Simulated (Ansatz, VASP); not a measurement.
**One calculation of Zr, two programs**

The input INCAR:

```
SYSTEM = Zr
ALGO = Normal
EDIFF = 1E-6
ENCUT = 520
GGA = PE
ISIF = 2
ISMEAR = -1
LASPH = .TRUE.
LCHARG = .FALSE.
LREAL = .FALSE.
LWAVE = .FALSE.
NBANDS = 19
NELM = 80
PREC = Accurate
SIGMA = 0.1
```

Contents of KPOINTS:

```
k-points
0
G
  10 10 10
  0 0 0
```

The input POSCAR:

```
Zr
1.0
    0.0000000000      3.2260227466      3.2260227466
    3.2260227466      0.0000000000      3.2260227466
    3.2260227466      3.2260227466      0.0000000000
Zr
2
Direct
    0.1250000000      0.1250000000      0.1250000000
    0.8750000000      0.8750000000      0.8750000000
```

Input for Ansatz:

```yaml
crystal:
  lattice:
    - [0.0, 3.2260227466, 3.2260227466]
    - [3.2260227466, 0.0, 3.2260227466]
    - [3.2260227466, 3.2260227466, 0.0]
  atoms:
    - { symbol: Zr, position: [0.125, 0.125, 0.125] }
    - { symbol: Zr, position: [0.875, 0.875, 0.875] }
hamiltonian:
  xc: pbe
  pseudopotentials:
    kind: paw
    azcp:
      Zr: "pseudopotentials/Zr.paw.azcp"
basis:
  ecutwfc: 420
  fft_grid_basis: typed
kpoints:
  mp_grid: { grid: [10, 10, 10], shift: [0, 0, 0] }
magnetization:
  spin_polarized: false
scf:
  occupations: { method: fermi_dirac, width: 0.1 }
  lower_state_search: "off"
output:
  stress: true
```

Alike in both runs: task single point; functional PBE; k mesh 10 × 10 × 10; occupations fermi-dirac, width 0.1 eV; no spin polarisation.

```csv
,VASP,Ansatz
version,VASP 6.6.1,Ansatz 0.2.0
potentials or method,"VASP PAW PBE potentials, release 64 (Zr_sv), cutoff 520 eV","plane waves (420 eV) with PAW, scalar-relativistic"
valence electrons in the cell,24,24
```

```csv
,VASP,Ansatz,Ansatz less VASP
pressure (GPa),-2.2,-2.2,-0.05
```
